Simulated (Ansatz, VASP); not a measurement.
## BaBiH3: VASP beside Ansatz

Contents of INCAR:

```
PREC     = Accurate       # precision mode
ENCUT    = 520            # plane-wave cutoff, eV
EDIFF    = 1E-6           # SCF threshold, eV
ISMEAR   = 0              # smearing method
SIGMA    = 0.0339         # smearing width, eV
LREAL    = F              # projectors in reciprocal space
LASPH    = T              # aspherical terms in the spheres
NELM     = 80             # most SCF steps
ALGO     = Normal         # electronic algorithm
ISIF     = 2              # what is computed and relaxed
LWAVE    = F              # write WAVECAR
LCHARG   = T              # write CHGCAR
GGA      = PE             # functional
LELF     = T              # ELF
LVHAR    = T            
NBANDS   = 39             # bands
```

KPOINTS

```
Automatic mesh
0
Gamma
  4 4 4
```

POSCAR

```
BaBiH3
1.0
    3.0346000000      3.0315700000      4.2825150000
    3.0346000000     -3.0315700000      4.2825150000
    3.0779470000      3.0315700000     -4.2825150000
Ba H Bi
2 6 2
Direct
    0.2506000000      0.5085000000      0.2579000000
    0.7494000000      0.4915000000      0.7421000000
    0.2602000000      0.0698000000      0.8096000000
    0.7398000000      0.9302000000      0.1904000000
    0.2165000000      0.0063000000      0.2980000000
    0.2917000000      0.4855000000      0.7020000000
    0.7835000000      0.9937000000      0.7020000000
    0.7083000000      0.5145000000      0.2980000000
    0.0000000000      0.0000000000      0.0000000000
    0.5000000000      0.0000000000      0.5000000000
```

Input for Ansatz:

```yaml
crystal:
  lattice:
    - [3.0346, 3.03157, 4.282515]
    - [3.0346, -3.03157, 4.282515]
    - [3.077947, 3.03157, -4.282515]
  atoms:
    - { symbol: Ba, position: [0.2506, 0.5085, 0.2579] }
    - { symbol: Ba, position: [0.7494, 0.4915, 0.7421] }
    - { symbol: H, position: [0.2602, 0.0698, 0.8096] }
    - { symbol: H, position: [0.7398, 0.9302, 0.1904] }
    - { symbol: Bi, position: [0.0, 0.0, 0.0] }
    - { symbol: H, position: [0.2165, 0.0063, 0.298] }
    - { symbol: H, position: [0.2917, 0.4855, 0.702] }
    - { symbol: H, position: [0.7835, 0.9937, 0.702] }
    - { symbol: H, position: [0.7083, 0.5145, 0.298] }
    - { symbol: Bi, position: [0.5, 0.0, 0.5] }
  symmetry: { tolerance: 0.0003 }
kpoints:
  mp_grid: { grid: [4, 4, 4], shift: [0, 0, 0] }
magnetization:
  spin_polarized: false
scf:
  occupations: { method: gaussian, width: 0.0339 }
hamiltonian:
  pseudopotentials: { kind: paw }
  xc: pbe
basis:
  ecutwfc: 420
output:
  forces: true
  stress: true
  eigenvalues: true
  write_density: true
  write_potential: true
  elf: true
  volumetric_format: npy
```

Alike in both runs: task single point; functional PBE; k mesh 4 × 4 × 4; occupations gaussian, width 0.0339 eV; no spin polarisation.

```csv
,VASP,Ansatz
version,VASP 6.6.1,Ansatz 0.2.0
potentials or method,"VASP PAW PBE potentials, release 64 (Ba_sv, H, Bi_d), cutoff 520 eV",PAW plane waves
valence electrons in the cell,56,56
```

|  | VASP | Ansatz | Ansatz less VASP |
| --- | --- | --- | --- |
| gap on the k mesh at the Fermi level (eV) | none | none | - |
| pressure (GPa) | 8.1 | 7.6 | -0.44 |
| rms of the force components (eV/Å) | 0.171 | 0.174 | +0.0027 |

A gap of «none» marks a metal or a gap that the smearing closes.

The k mesh is coarse, so the values compare programs but aren't converged. Neither program's run includes spin-orbit coupling.
